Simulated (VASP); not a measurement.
Input of a VASP 6.6.1 run:

File INCAR:

```
  PREC = Accurate
  ENCUT = 520
  EDIFF = 1E-6
  ISMEAR = -1
  SIGMA = 0.1
  LREAL = False
  LASPH = True
  NELM = 80
  ALGO = Normal
  ISIF = 2
  LWAVE = False
  LCHARG = False
  GGA = PE
  NBANDS = 38
```

The input KPOINTS:

```
Automatic mesh
0
Gamma
  3 3 3
  0 0.5 0.5
```

The input POSCAR:

```
Na
1.0
    8.1736960000     -0.0384950000      0.8173440000
   -1.1798020000      6.0648440000     -0.5911670000
    0.3754780000      0.9858520000      6.1982180000
Na
8
Direct
    0.7875810000      0.9114310000      0.6729700000
    0.6312360000      0.3753670000      0.5860280000
    0.7794480000      0.2634000000      0.0739530000
    0.9730470000      0.8308830000      0.1635050000
    0.4269040000      0.7757630000      0.4544180000
    0.3951630000      0.9687750000      0.9535120000
    0.0552300000      0.4018190000      0.4734760000
    0.2212220000      0.4223470000      0.9385780000
```

Potentials or basis: VASP PAW PBE potentials, release 64 (Na_pv).

The run is started by

```bash
$ cat potpaw_PBE.64/Na_pv/POTCAR > POTCAR
$ mpirun -np 1 vasp_std > vasp.out
```

(1) Estimate the largest force.

(2) Estimate the band gap on the k mesh.

(3) Estimate the pressure.

Answers

(1) 0.270 eV/Å.

(2) zero (bands 28 and 29 overlap by 0.43 eV).

(3) 0.6 GPa.
